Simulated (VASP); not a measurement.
# TaC (Fm-3m) in VASP: further runs, part 2 of 2

VASP 6.6.1. Earlier steps stand in the parts before.

## (3) Single point, PBEsol+D3(BJ)

INCAR

```
SYSTEM = TaC
  PREC = Accurate
  ENCUT = 600
  EDIFF = 1E-6
  ISMEAR = -1
  SIGMA = 0.1
  LREAL = .FALSE.
  LASPH = .TRUE.
  NELM = 120
  ALGO = Normal
  ISIF = 2
  LWAVE = .FALSE.
  LCHARG = .FALSE.
  GGA = PS
  IVDW = 12
  NBANDS = 14
  GGA_COMPAT = .FALSE.
```

KPOINTS

```
Automatic mesh
0
G
  7 7 7
  0 0 0
```

POSCAR

```
TaC
1.0
    0.0000000000      2.2230000000      2.2230000000
    2.2230000000      0.0000000000      2.2230000000
    2.2230000000      2.2230000000      0.0000000000
Ta C
1 1
Direct
    0.0000000000      0.0000000000      0.0000000000
    0.5000000000      0.5000000000      0.5000000000
```

Potentials or basis: VASP PAW PBE potentials, release 64 (Ta_pv, C).

Run with:

```sh
cat potpaw_PBE.64/Ta_pv/POTCAR potpaw_PBE.64/C/POTCAR > POTCAR
mpirun -np 1 vasp_std > vasp.out
```

OUTCAR:

```text
SYSTEM = TaC
   PREC = Accurate
   ENCUT = 600
   EDIFF = 1E-6
   ISMEAR = -1
   LREAL = .FALSE.
   LASPH = .TRUE.
   NELM = 120
   ISIF = 2
   GGA = PS
   IVDW = 12
 IVDW          = 12

 ion  position               nearest neighbor table
   1  0.000  0.000  0.000-   2 2.22   2 2.22   2 2.22   2 2.22   2 2.22   2 2.22
   2  0.500  0.500  0.500-   1 2.22   1 2.22   1 2.22   1 2.22   1 2.22   1 2.22

  LATTYP: Found a face centered cubic cell.
 ALAT       =     4.4460000000

  Lattice vectors:

 A1 = (   0.0000000000,   2.2230000000,   2.2230000000)
 A2 = (   2.2230000000,   0.0000000000,   2.2230000000)
 A3 = (   2.2230000000,   2.2230000000,   0.0000000000)

Analysis of symmetry for initial positions (statically):
=====================================================================
 Subroutine PRICEL returns:
 Original cell was already a primitive cell.

 Routine SETGRP: Setting up the symmetry group for a
 face centered cubic supercell.

 Subroutine GETGRP returns: Found 48 space group operations
 (whereof 48 operations were pure point group operations)
 out of a pool of 48 trial point group operations.

The static configuration has the point symmetry O_h .

Analysis of symmetry for dynamics (positions and initial velocities):
=====================================================================
 Subroutine PRICEL returns:
 Original cell was already a primitive cell.

 Routine SETGRP: Setting up the symmetry group for a
 face centered cubic supercell.

 Subroutine GETGRP returns: Found 48 space group operations
 (whereof 48 operations were pure point group operations)
 out of a pool of 48 trial point group operations.

The dynamic configuration has the point symmetry O_h .

 Subroutine INISYM returns: Found 48 space group operations
 (whereof 48 operations are pure point group operations),
 and found     1 'primitive' translations

----------------------------------------------------------------------------------------

                                     Primitive cell

  volume of cell :      21.9709

  direct lattice vectors                    reciprocal lattice vectors
     0.000000000  2.223000000  2.223000000    -0.224921278  0.224921278  0.224921278
     2.223000000  0.000000000  2.223000000     0.224921278 -0.224921278  0.224921278
     2.223000000  2.223000000  0.000000000     0.224921278  0.224921278 -0.224921278

  length of vectors
     3.143796749  3.143796749  3.143796749     0.389575080  0.389575080  0.389575080

  position of ions in fractional coordinates (direct lattice)
     0.000000000  0.000000000  0.000000000
     0.500000000  0.500000000  0.500000000

  ion indices of the primitive-cell ions
   primitive index   ion index
                 1           1
                 2           2

----------------------------------------------------------------------------------------

 KPOINTS: Automatic mesh

Automatic generation of k-mesh.
 Grid dimensions read from file:
 generate k-points for:    7    7    7

 Generating k-lattice:

  Cartesian coordinates                     Fractional coordinates (reciprocal lattice)
[... 36 lines left out ...]
 -0.285714  0.428571  0.142857     24.000000
   k-points           NKPTS =     20   k-points in BZ     NKDIM =     20   number of bands    NBANDS=     14
   number of dos      NEDOS =    301   number of ions     NIONS =      2
   total plane-waves  NPLWV =  21952
   dimension x,y,z NGX =    28 NGY =   28 NGZ =   28
   dimension x,y,z NGXF=    56 NGYF=   56 NGZF=   56
   ions per type =               1   1
   NGX,Y,Z   is equivalent  to a cutoff of  14.81, 14.81, 14.81 a.u.
   NGXF,Y,Z  is equivalent  to a cutoff of  29.61, 29.61, 29.61 a.u.
 SYSTEM =  TaC
   PREC   = accura    normal or accurate (medium, high low for compatibility)
   ISTART =      0    job   : 0-new  1-cont  2-samecut
   ICHARG =      2    charge: 1-file 2-atom 10-const
   ISPIN  =      1    spin polarized calculation?
   LNONCOLLINEAR =      F non collinear calculations
   LSORBIT =      F    spin-orbit coupling
   LASPH  =      T    aspherical Exc in radial PAW
   ENCUT  =  600.0 eV  44.10 Ry    6.64 a.u.   6.28  6.28  6.28*2*pi/ulx,y,z
   NELM   =    120;   NELMIN=  2; NELMDL= -5     # of ELM steps
   EDIFF  = 0.1E-05   stopping-criterion for ELM
   LREAL  =      F    real-space projection
   EDIFFG = 0.1E-04   stopping-criterion for IOM
   NSW    =      0    number of steps for IOM
   IBRION =     -1    ionic relax: 0-MD 1-quasi-New 2-CG
   NFREE  =      0    steps in history (QN), initial steepest desc. (CG)
   ISIF   =      2    stress and relaxation
   ISYM   =      2    0-nonsym 1-usesym 2-fastsym
   POTIM  = 0.5000    time-step for ionic-motion
   TEBEG  =    0.0;   TEEND  =   0.0 temperature during run
   PSTRESS=    0.0 pullay stress
   NELECT =      15.0000    total number of electrons
   NUPDOWN=      -1.0000    fix difference up-down
   EMIN   =  10.00;   EMAX   =-10.00  energy-range for DOS
   EFERMI =   0.00;   METHOD = LEGACY
   ISMEAR =    -1;   SIGMA  =   0.10  broadening in eV -4-tet -1-fermi 0-gaus
   EFERMI_NEDOS =   21; number of points for ismear=-14 and -15
   IALGO  =     38    algorithm
   IMIX   =      4    mixing-type and parameters
     AMIX     =   0.40;   BMIX     =  1.00
     AMIX_MAG =   1.60;   BMIX_MAG =  1.00
  volume/ion in A,a.u.               =      10.99        74.13
  Fermi-wavevector in a.u.,A,eV,Ry     =   1.441526  2.724089 28.272865  2.077997
  Thomas-Fermi vector in A             =   2.560148
   LORBIT       =      0    0 simple, 1 ext, 2 COOP (PROOUT), +10 PAW based schemes
   GGA     = PS    functional components
   LHFCALC =     F    Hartree Fock is set to
   AEXX    =    0.0000 exact exchange contribution
   IVDW    =    12    specifies the selected vdW correction
   LEPSILON=     F    determine dielectric tensor
   LRPA    =     F    only Hartree local field effects (RPA)
 non-spin polarized calculation
  energy-cutoff  :      600.00
  volume of cell :       21.97
 maximum number of plane-waves:       748
 NGX is ok and might be reduce to    28
   NGX = 13   NGY = 13   NGZ = 13

 number of electron      14.9999999 magnetization

 Free energy of the ion-electron system (eV)
  ---------------------------------------------------
  ext. energy  EPLUGINS =         0.00000000
  ---------------------------------------------------
  free energy    TOTEN  =       -23.53582642 eV

  energy without entropy =      -23.51930046  energy(sigma->0) =      -23.52756344

 E-fermi :   8.2667     XC(G=0): -13.3578

 val. band max:        8.2338957882   @ k =  -0.4286   0.2857   0.0000
 cond. band min:       8.5337054396   @ k =   0.4286   0.1429   0.0000
 fundamental gap:      0.2998096514
 Fermi energy:         8.2666658932

 k-point     1 :       0.0000    0.0000    0.0000
  band No.  band energies     occupation
      1     -26.6774      2.00000
      2     -26.6774      2.00000
      3     -26.6774      2.00000
      4      -6.5240      2.00000
      5       6.9309      2.00000
      6       6.9309      2.00000
      7       6.9309      2.00000
      8       7.8688      1.96328
      9       7.8688      1.96328
     10       7.8688      1.96328
     11       8.9468      0.00222
     12       8.9468      0.00222
     13      14.9882      0.00000
     14      18.3184      0.00000
[... 309 lines left out ...]
      1     -27.1641      2.00000
      2     -27.1306      2.00000
      3     -26.9022      2.00000
      4      -3.4009      2.00000
      5       2.3205      2.00000
      6       3.3200      2.00000
      7       3.7515      2.00000
      8       9.0862      0.00055
      9      10.5304      0.00000
     10      12.4182      0.00000
     11      13.9185      0.00000
     12      15.0157      0.00000
     13      20.4736      0.00000
     14      21.1381      0.00000

------------------------ aborting loop because EDIFF is reached ----------------------------------------

 Edisp (eV)   -0.92295

 E8    (eV) :    -0.6459

  FORCE on cell =-STRESS in cart. coord.  units (eV):
  Direction    XX          YY          ZZ          XY          YZ          ZX
  --------------------------------------------------------------------------------------
  -------------------------------------------------------------------------------------
  Total      -1.02815    -1.02815    -1.02815     0.00000     0.00000     0.00000
  in kB     -74.97524   -74.97524   -74.97524     0.00000     0.00000     0.00000
  external pressure =      -74.98 kB  Pullay stress =        0.00 kB

 VOLUME and BASIS-vectors are now :
 -----------------------------------------------------------------------------
  energy-cutoff  :      600.00
  volume of cell :       21.97
      direct lattice vectors                 reciprocal lattice vectors
     0.000000000  2.223000000  2.223000000    -0.224921278  0.224921278  0.224921278
     2.223000000  0.000000000  2.223000000     0.224921278 -0.224921278  0.224921278
     2.223000000  2.223000000  0.000000000     0.224921278  0.224921278 -0.224921278

 POSITION                                       TOTAL-FORCE (eV/Angst)
 -----------------------------------------------------------------------------------
      0.00000      0.00000      0.00000        -0.000000     -0.000000     -0.000000
      2.22300      2.22300      2.22300         0.000000      0.000000      0.000000
 -----------------------------------------------------------------------------------
    total drift:                                0.000000      0.000000      0.000000

  FREE ENERGIE OF THE ION-ELECTRON SYSTEM (eV)
  ---------------------------------------------------
  free  energy   TOTEN  =       -24.4587790786 eV

  energy  without entropy=      -24.4422531215  energy(sigma->0) =      -24.45051610
```

OSZICAR:

```text
N       E                     dE             d eps       ncg     rms          rms(c)
DAV:   1     0.897526785540E+02    0.89753E+02   -0.83863E+03   560   0.119E+03
DAV:   2    -0.238673143380E+02   -0.11362E+03   -0.10812E+03   698   0.310E+02
DAV:   3    -0.267536663053E+02   -0.28864E+01   -0.28663E+01   674   0.439E+01
DAV:   4    -0.267692637607E+02   -0.15597E-01   -0.15595E-01   614   0.360E+00
DAV:   5    -0.267693390136E+02   -0.75253E-04   -0.75253E-04   644   0.240E-01    0.250E+01
DAV:   6    -0.236086478272E+02    0.31607E+01   -0.67385E+00   620   0.240E+01    0.932E+00
DAV:   7    -0.235698604619E+02    0.38787E-01   -0.39086E-01   716   0.467E+00    0.608E+00
DAV:   8    -0.235411994002E+02    0.28661E-01   -0.10472E-01   668   0.240E+00    0.133E+00
DAV:   9    -0.235359123211E+02    0.52871E-02   -0.12538E-02   614   0.733E-01    0.142E-01
DAV:  10    -0.235358413607E+02    0.70960E-04   -0.65675E-04   770   0.293E-01    0.268E-02
DAV:  11    -0.235358265878E+02    0.14773E-04   -0.33743E-05   604   0.610E-02    0.665E-03
DAV:  12    -0.235358264194E+02    0.16840E-06   -0.31158E-06   666   0.156E-02
   1 F= -.24458779E+02 E0= -.24450516E+02  d E =-.165260E-01
```

Run time: 11 s. Hardware: 1 thread of Intel Xeon 6975P-C (Granite Rapids), shared host; peak memory 0.16 GiB.

Results:

- Free energy: -24.4588 eV
- Pressure: -7.5 GPa
- Dispersion energy per atom: -0.461 eV

Levels at points of the mesh, in eV from the Fermi level:
| k point | band 5 | band 6 | band 7 | band 8 | band 9 | band 10 | band 11 | band 12 |
| --- | --- | --- | --- | --- | --- | --- | --- | --- |
| (0.00, 0.00, 0.00) | -1.34 | -1.34 | -1.34 | -0.40 | -0.40 | -0.40 | 0.68 | 0.68 |

Caveat: the PAW data sets were made with another functional, which shifts forces and pressure a little; spin-orbit coupling is left out, which moves the levels of the heavy elements; pairwise dispersion overbinds metals, which lowers pressure and volume.

## (4) Single point, PBEsol+D3(BJ)

INCAR

```
PREC = Accurate
ENCUT = 600
EDIFF = 1E-6
ISMEAR = -1
SIGMA = 0.1
LREAL = False
LASPH = True
NELM = 120
ALGO = Normal
ISIF = 2
LWAVE = False
LCHARG = False
GGA = PS
IVDW = 12
NBANDS = 14
GGA_COMPAT = False
```

KPOINTS

```
regular mesh
0
Gamma
  9 9 9
```

POSCAR is that of step 3.

Run with:

```sh
cat potpaw_PBE.64/Ta_pv/POTCAR potpaw_PBE.64/C/POTCAR > POTCAR
mpirun -np 1 vasp_std > vasp.out
```

Wall time 16 s (1 thread of Intel Xeon 6975P-C (Granite Rapids), shared host); peak memory 0.17 GiB.

It converged, with:

```yaml
Free_energy: -24.4520 eV
Pressure: -7.3 GPa
Dispersion_energy_per_atom: -0.461 eV
```

Levels at points of the mesh, in eV from the Fermi level:
```tsv
k point	band 5	band 6	band 7	band 8	band 9	band 10	band 11	band 12
(0.00, 0.00, 0.00)	-1.33	-1.33	-1.33	-0.39	-0.39	-0.39	0.68	0.68
```

Caveat: the PAW data sets were made with another functional, which shifts forces and pressure a little; spin-orbit coupling is left out, which moves the levels of the heavy elements; pairwise dispersion overbinds metals, which lowers pressure and volume.

## (5) Single point, PBEsol+D3(BJ)

INCAR

```
SYSTEM = TaC
PREC = Accurate
ENCUT = 600
EDIFF = 1E-6
ISMEAR = -1
SIGMA = 0.1
LREAL = .False.
LASPH = .True.
NELM = 120
ALGO = Normal
ISIF = 2
LWAVE = .False.
LCHARG = .False.
GGA = PS
IVDW = 12
NBANDS = 14
GGA_COMPAT = .False.
```

KPOINTS

```
Automatic mesh
0
Gamma
  11 11 11
  0 0 0
```

POSCAR is that of step 4.

Potentials or basis: VASP PAW PBE potentials, release 64 (Ta_pv, C).

Run with:

```sh
cat potpaw_PBE.64/Ta_pv/POTCAR potpaw_PBE.64/C/POTCAR > POTCAR
mpirun -np 1 vasp_std > vasp.out
```

OUTCAR:

```text
SYSTEM = TaC
   PREC = Accurate
   ENCUT = 600
   EDIFF = 1E-6
   ISMEAR = -1
   LREAL = .False.
   LASPH = .True.
   NELM = 120
   ISIF = 2
   GGA = PS
   IVDW = 12
 IVDW          = 12

 ion  position               nearest neighbor table
   1  0.000  0.000  0.000-   2 2.22   2 2.22   2 2.22   2 2.22   2 2.22   2 2.22
   2  0.500  0.500  0.500-   1 2.22   1 2.22   1 2.22   1 2.22   1 2.22   1 2.22

  LATTYP: Found a face centered cubic cell.
 ALAT       =     4.4460000000

  Lattice vectors:

 A1 = (   0.0000000000,   2.2230000000,   2.2230000000)
 A2 = (   2.2230000000,   0.0000000000,   2.2230000000)
 A3 = (   2.2230000000,   2.2230000000,   0.0000000000)

Analysis of symmetry for initial positions (statically):
=====================================================================
 Subroutine PRICEL returns:
 Original cell was already a primitive cell.

 Routine SETGRP: Setting up the symmetry group for a
 face centered cubic supercell.

 Subroutine GETGRP returns: Found 48 space group operations
 (whereof 48 operations were pure point group operations)
 out of a pool of 48 trial point group operations.

The static configuration has the point symmetry O_h .
[... 176 lines left out ...]
      7       6.9348      2.00000
      8       7.8572      1.98601
      9       7.8572      1.98601
     10       7.8572      1.98601
     11       8.9504      0.00506
     12       8.9504      0.00506
     13      14.9812      0.00000
     14      18.3193      0.00000
[... 377 lines left out ...]
      1     -27.0791      2.00000
      2     -26.8341      2.00000
      3     -26.7027      2.00000
      4      -4.3862      2.00000
      5       2.3839      2.00000
      6       3.6582      2.00000
      7       4.0171      2.00000
      8       8.3114      1.20387
      9      10.4076      0.00000
     10      10.5175      0.00000
     11      12.0980      0.00000
     12      16.4850      0.00000
     13      17.3717      0.00000
     14      21.3122      0.00000

 [... further k-points ...]

------------------------ aborting loop because EDIFF is reached ----------------------------------------

 Edisp (eV)   -0.92295

 E8    (eV) :    -0.6459

  FORCE on cell =-STRESS in cart. coord.  units (eV):
  Direction    XX          YY          ZZ          XY          YZ          ZX
  --------------------------------------------------------------------------------------
  -------------------------------------------------------------------------------------
  Total      -1.01410    -1.01410    -1.01410    -0.00000    -0.00000     0.00000
  in kB     -73.95078   -73.95078   -73.95078    -0.00000    -0.00000     0.00000
  external pressure =      -73.95 kB  Pullay stress =        0.00 kB

 VOLUME and BASIS-vectors are now :
 -----------------------------------------------------------------------------
  energy-cutoff  :      600.00
  volume of cell :       21.97
      direct lattice vectors                 reciprocal lattice vectors
     0.000000000  2.223000000  2.223000000    -0.224921278  0.224921278  0.224921278
     2.223000000  0.000000000  2.223000000     0.224921278 -0.224921278  0.224921278
     2.223000000  2.223000000  0.000000000     0.224921278  0.224921278 -0.224921278

 POSITION                                       TOTAL-FORCE (eV/Angst)
 -----------------------------------------------------------------------------------
      0.00000      0.00000      0.00000         0.000000      0.000000      0.000000
      2.22300      2.22300      2.22300        -0.000000     -0.000000     -0.000000
 -----------------------------------------------------------------------------------
    total drift:                                0.000000      0.000000      0.000000

  FREE ENERGIE OF THE ION-ELECTRON SYSTEM (eV)
  ---------------------------------------------------
  free  energy   TOTEN  =       -24.4564054190 eV

  energy  without entropy=      -24.4356026079  energy(sigma->0) =      -24.44600401
```

It took 24 s on 1 thread of Intel Xeon 6975P-C (Granite Rapids), shared host; peak memory 0.17 GiB.

What came out:

* Free energy: -24.4564 eV
* Pressure: -7.4 GPa
* Dispersion energy per atom: -0.461 eV

Caveat: the PAW data sets were made with another functional, which shifts forces and pressure a little; spin-orbit coupling is left out, which moves the levels of the heavy elements; pairwise dispersion overbinds metals, which lowers pressure and volume.

## (6) The runs side by side

```csv
k mesh,gap on the mesh (eV),pressure (GPa)
5 × 5 × 5,none,-7.5
7 × 7 × 7,none,-7.5
9 × 9 × 9,none,-7.3
11 × 11 × 11,none,-7.4
```

Alike in all rows: task single point; level PBEsol+D3(BJ); potentials or basis VASP PAW PBE potentials, release 64 (Ta_pv, C); no spin polarisation; cell as given; cutoff (eV) 600; smearing fermi-dirac 0.1 eV.

Caveats: some runs use coarse meshes; the PAW data sets were made with another functional, which shifts forces and pressure a little; spin-orbit coupling is left out, which moves the levels of the heavy elements; pairwise dispersion overbinds metals, which lowers pressure and volume.

Total energies depend on the potentials used, so only differences within one code and one set of settings carry meaning.
